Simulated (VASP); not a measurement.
Crystal: SnO2.

```
CELL_PARAMETERS angstrom
0.00000 2.53347 2.53347
2.53347 0.00000 2.53347
2.53347 2.53347 0.00000
ATOMIC_POSITIONS crystal
Sn 0.00000 0.00000 0.00000
O 0.25000 0.25000 0.25000
O 0.75000 0.75000 0.75000
```

Program: VASP 6.6.1. Alike in all runs: task single point; potentials or basis VASP PAW PBE potentials, release 64 (Sn_d, O); no spin polarisation; cell as given; cutoff (eV) 520; smearing gaussian 0.01 eV.

Q: Order these runs on this cell by their band gap on the k mesh, lowest first.
A. level r2SCAN; k mesh 4 × 4 × 4
B. level HSE06; k mesh 4 × 4 × 4; grid for exact exchange (PRECFOCK) Normal; screening parameter 0.2079 1/Å
C. level PBE; k mesh 6 × 6 × 6

A: C (0.30 eV), A (0.85 eV), B (1.68 eV).

Caveats: some runs use coarse meshes; spin-orbit coupling is left out, which moves the levels of the heavy elements.

A k mesh can miss the band edges.
